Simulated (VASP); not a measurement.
# Cu3As2 (P-3m1) in VASP: further runs

The runs below take Cu3As2 through single point, with PBE.

Program: VASP 6.6.1. These are calculated values, not measurements. Logs are shortened: lines on timing, memory, paths and dates and some standing lists are left out, and cuts for length are marked.

### 1 The cell of the first run

It takes space group P-3m1 (No. 164, trigonal). The conventional cell has a = 4.126 Å, b = 4.126 Å, c = 5.386 Å, α = 90.00°, β = 90.00°, γ = 120.00°. Cu (site symmetry -3m) has 6 Cu at 2.60 Å and 6 As at 2.87 Å within 3.4 Å. Within 3.2 Å of Cu (site symmetry 3m) lie 5 As at 2.45 to 2.73 Å and 6 Cu at 2.60 to 3.18 Å. As (site symmetry 3m) has 8 Cu at 2.45 to 2.87 Å within 3.2 Å.

### 2 Single point, PBE

INCAR

```
PREC = Accurate
ENCUT = 520
EDIFF = 1E-6
ISMEAR = 0
SIGMA = 0.1
LREAL = F
LASPH = T
NELM = 60
ALGO = Fast
ISIF = 2
LWAVE = F
LCHARG = F
GGA = PE
NBANDS = 30
```

KPOINTS

```
regular mesh
0
Gamma
  12 12 8
```

POSCAR

```
Cu3As2
1.0
    4.1258295936      0.0000000000      0.0000000000
   -2.0629147968      3.5730732397      0.0000000000
    0.0000000000      0.0000000000      5.3863796026
Cu As
3 2
Direct
    0.0000000000      0.0000000000      0.0000000000
    0.3333333333      0.6666666667      0.8046612633
    0.6666666667      0.3333333333      0.1953387367
    0.3333333333      0.6666666667      0.2978928871
    0.6666666667      0.3333333333      0.7021071129
```

Potentials or basis: VASP PAW PBE potentials, release 64 (Cu, As).

The run is started by

```console
cat potpaw_PBE.64/Cu/POTCAR potpaw_PBE.64/As/POTCAR > POTCAR
mpirun -np 1 vasp_std > vasp.out
```

OUTCAR:

```text
PREC = Accurate
   ENCUT = 520
   EDIFF = 1E-6
   ISMEAR = 0
   LREAL = F
   LASPH = T
   NELM = 60
   ISIF = 2
   GGA = PE

 ion  position               nearest neighbor table
   1  0.000  0.000  0.000-   2 2.60   3 2.60   2 2.60   3 2.60   3 2.60   2 2.60
   2  0.333  0.667  0.805-   5 2.45   5 2.45   5 2.45   1 2.60   1 2.60   1 2.60   4 2.66   4 2.73

   3  0.667  0.333  0.195-   4 2.45   4 2.45   4 2.45   1 2.60   1 2.60   1 2.60   5 2.66   5 2.73

   4  0.333  0.667  0.298-   3 2.45   3 2.45   3 2.45   2 2.66   2 2.73
   5  0.667  0.333  0.702-   2 2.45   2 2.45   2 2.45   3 2.66   3 2.73

  LATTYP: Found a hexagonal cell.
 ALAT       =     4.1258295936
 C/A-ratio  =     1.3055264354

  Lattice vectors:

 A1 = (   4.1258295936,   0.0000000000,   0.0000000000)
 A2 = (  -2.0629147968,   3.5730732397,   0.0000000000)
 A3 = (   0.0000000000,   0.0000000000,   5.3863796026)

Analysis of symmetry for initial positions (statically):
=====================================================================
 Subroutine PRICEL returns:
 Original cell was already a primitive cell.

 Routine SETGRP: Setting up the symmetry group for a
 hexagonal supercell.

 Subroutine GETGRP returns: Found 12 space group operations
 (whereof 12 operations were pure point group operations)
 out of a pool of 24 trial point group operations.

The static configuration has the point symmetry D_3d.

Analysis of symmetry for dynamics (positions and initial velocities):
=====================================================================
 Subroutine PRICEL returns:
 Original cell was already a primitive cell.

 Routine SETGRP: Setting up the symmetry group for a
 hexagonal supercell.

 Subroutine GETGRP returns: Found 12 space group operations
 (whereof 12 operations were pure point group operations)
 out of a pool of 24 trial point group operations.

The dynamic configuration has the point symmetry D_3d.

 Subroutine INISYM returns: Found 12 space group operations
 (whereof 12 operations are pure point group operations),
 and found     1 'primitive' translations

----------------------------------------------------------------------------------------

                                     Primitive cell
[... 95 lines left out ...]
   ENCUT  =  520.0 eV  38.22 Ry    6.18 a.u.   7.67  7.67 10.02*2*pi/ulx,y,z
   NELM   =     60;   NELMIN=  2; NELMDL= -5     # of ELM steps
   EDIFF  = 0.1E-05   stopping-criterion for ELM
   LREAL  =      F    real-space projection
   EDIFFG = 0.1E-04   stopping-criterion for IOM
   NSW    =      0    number of steps for IOM
   IBRION =     -1    ionic relax: 0-MD 1-quasi-New 2-CG
   NFREE  =      0    steps in history (QN), initial steepest desc. (CG)
   ISIF   =      2    stress and relaxation
   ISYM   =      2    0-nonsym 1-usesym 2-fastsym
   POTIM  = 0.5000    time-step for ionic-motion
   TEBEG  =    0.0;   TEEND  =   0.0 temperature during run
   PSTRESS=    0.0 pullay stress
   NELECT =      43.0000    total number of electrons
   NUPDOWN=      -1.0000    fix difference up-down
   EMIN   =  10.00;   EMAX   =-10.00  energy-range for DOS
   EFERMI =   0.00;   METHOD = LEGACY
   ISMEAR =     0;   SIGMA  =   0.10  broadening in eV -4-tet -1-fermi 0-gaus
   EFERMI_NEDOS =   21; number of points for ismear=-14 and -15
   IALGO  =     68    algorithm
   IMIX   =      4    mixing-type and parameters
     AMIX     =   0.40;   BMIX     =  1.00
     AMIX_MAG =   1.60;   BMIX_MAG =  1.00
  volume/ion in A,a.u.               =      15.88       107.17
  Fermi-wavevector in a.u.,A,eV,Ry     =   1.334384  2.521621 24.226282  1.780582
  Thomas-Fermi vector in A             =   2.463170
   LORBIT       =      0    0 simple, 1 ext, 2 COOP (PROOUT), +10 PAW based schemes
   GGA     = PE    functional components
   LHFCALC =     F    Hartree Fock is set to
   AEXX    =    0.0000 exact exchange contribution
   IVDW    =     0    specifies the selected vdW correction
   LEPSILON=     F    determine dielectric tensor
   LRPA    =     F    only Hartree local field effects (RPA)
 non-spin polarized calculation
 RMM-DIIS sequential band-by-band and
 Gauss-broadening in eV      SIGMA  =   0.10
  energy-cutoff  :      520.00
  volume of cell :       79.41
 maximum number of plane-waves:      2175
 NGX is ok and might be reduce to    32
   NGX = 15   NGY = 15   NGZ = 21

 number of electron      42.9999998 magnetization

 Free energy of the ion-electron system (eV)
  ---------------------------------------------------
  ext. energy  EPLUGINS =         0.00000000
  ---------------------------------------------------
  free energy    TOTEN  =       -20.00242811 eV

  energy without entropy =      -19.98959598  energy(sigma->0) =      -19.99601204

 E-fermi :   6.1855     XC(G=0): -11.1542

 val. band max:        6.1745886856   @ k =   0.0833   0.0000   0.2500
 cond. band min:       6.1862524713   @ k =   0.1667  -0.0000   0.5000
 fundamental gap:      0.0116637857
 Fermi energy:         6.1854799468

 k-point     1 :       0.0000    0.0000    0.0000
  band No.  band energies     occupation
      1      -6.8972      2.00000
      2      -4.2502      2.00000
      3       0.1395      2.00000
      4       1.5874      2.00000
      5       1.5874      2.00000
      6       1.9497      2.00000
[... 781 lines left out ...]
     29      12.6705      0.00000
     30      13.4050      0.00000

 [... further k-points ...]

------------------------ aborting loop because EDIFF is reached ----------------------------------------

  FORCE on cell =-STRESS in cart. coord.  units (eV):
  Direction    XX          YY          ZZ          XY          YZ          ZX
  --------------------------------------------------------------------------------------
  -------------------------------------------------------------------------------------
  Total        0.2948752      0.2948752      0.1705247      0.0000000     -0.0000000      0.0000000
  in kB        5.9497484      5.9497484      3.4407065      0.0000000     -0.0000000      0.0000000
  external PRESSURE =       5.1134011 kB  Pullay stress =       0.0000000 kB

 VOLUME and BASIS-vectors are now :
 -----------------------------------------------------------------------------
  energy-cutoff  :      520.00
  volume of cell :       79.41
      direct lattice vectors                 reciprocal lattice vectors
     4.125829594  0.000000000  0.000000000     0.242375497  0.139935559  0.000000000
    -2.062914797  3.573073240  0.000000000     0.000000000  0.279871117  0.000000000
     0.000000000  0.000000000  5.386379603     0.000000000  0.000000000  0.185653458

 POSITION                                       TOTAL-FORCE (eV/Angst)
 -----------------------------------------------------------------------------------
      0.00000      0.00000      0.00000        -0.000000      0.000000      0.000000
     -0.00000      2.38205      4.33421         0.000000     -0.000000     -0.005955
      2.06291      1.19102      1.05217         0.000000      0.000000      0.005955
     -0.00000      2.38205      1.60456        -0.000000     -0.000000      0.020137
      2.06291      1.19102      3.78182        -0.000000      0.000000     -0.020137
 -----------------------------------------------------------------------------------
    total drift:                                0.000000      0.000000      0.000000

  FREE ENERGIE OF THE ION-ELECTRON SYSTEM (eV)
  ---------------------------------------------------
  free  energy   TOTEN  =       -20.0024281102 eV

  energy  without entropy=      -19.9895959794  energy(sigma->0) =      -19.99601204
```

Run time: 1.9 min. Hardware: 1 thread of Intel Xeon 6975P-C (Granite Rapids), shared host; peak memory 0.38 GiB.

What came out:

- Free energy: -20.0024 eV
- Pressure: 0.5 GPa
- Largest force: 0.020 eV/Å

Forces on the atoms (eV/Å):
```
Cu   0.000  0.000  0.000
Cu   0.000  0.000 -0.006
Cu   0.000  0.000  0.006
As   0.000  0.000  0.020
As   0.000  0.000 -0.020
```

Stress tensor (GPa, compression positive):
```
0.59 0.00 0.00
0.00 0.59 0.00
0.00 0.00 0.34
```

### 3 Single point, PBE

INCAR

```
ALGO     = Fast           # electronic algorithm
EDIFF    = 1E-6           # SCF threshold, eV
ENCUT    = 520            # plane-wave cutoff, eV
GGA      = PE             # functional
ISIF     = 2              # what is computed and relaxed
ISMEAR   = -4             # smearing method
LASPH    = True           # aspherical terms in the spheres
LCHARG   = False          # write CHGCAR
LREAL    = False          # projectors in reciprocal space
LWAVE    = False          # write WAVECAR
NBANDS   = 30             # bands
NELM     = 60             # most SCF steps
PREC     = Accurate       # precision mode
SIGMA    = 0.1            # smearing width, eV
```

KPOINTS

```
k-points
0
Gamma
  12 12 8
```

POSCAR

```
Cu3As2
1.0
    4.1264750745      0.0000000000      0.0000000000
   -2.0632375373      3.5736322426      0.0000000000
    0.0000000000      0.0000000000      5.3871701779
Cu As
3 2
Direct
    0.0000000000      0.0000000000      0.0000000000
    0.3333333333      0.6666666667      0.8066068669
    0.6666666667      0.3333333333      0.1933931331
    0.3333333333      0.6666666667      0.2991726863
    0.6666666667      0.3333333333      0.7008273137
```

Potentials or basis: VASP PAW PBE potentials, release 64 (Cu, As).

The run is started by

```console
cat potpaw_PBE.64/Cu/POTCAR potpaw_PBE.64/As/POTCAR > POTCAR
mpirun -np 1 vasp_std > vasp.out
```

Run time: 2.1 min. Hardware: 1 thread of Intel Xeon 6975P-C (Granite Rapids), shared host; peak memory 0.39 GiB.

The run converged. Its results:

```
Free energy   : -19.9298 eV
Pressure      : 0.2 GPa
Largest force : 0.019 eV/Å
```

Forces on the atoms (eV/Å):
```
Cu   0.000  0.000  0.000
Cu   0.000  0.000 -0.006
Cu   0.000  0.000  0.006
As   0.000  0.000  0.019
As   0.000  0.000 -0.019
```

Stress tensor (GPa, compression positive):
```
 0.30  0.00  0.00
 0.00  0.30  0.00
 0.00  0.00 -0.06
```

Levels at points of the mesh, in eV from the Fermi level:
```tsv
k point	band 18	band 19	band 20	band 21	band 22	band 23	band 24	band 25
(0.00, 0.00, 0.00)	-2.28	-0.25	0.03	0.03	1.33	1.33	1.81	2.34
(0.50, 0.00, 0.00)	-2.41	-2.41	-1.99	-1.94	-1.19	0.96	2.07	3.93
(0.00, 0.00, 0.50)	-2.27	0.02	0.21	0.21	1.13	1.13	2.55	3.35
(0.50, 0.00, 0.50)	-2.39	-2.23	-1.77	-0.45	-0.31	1.02	2.88	3.86
```
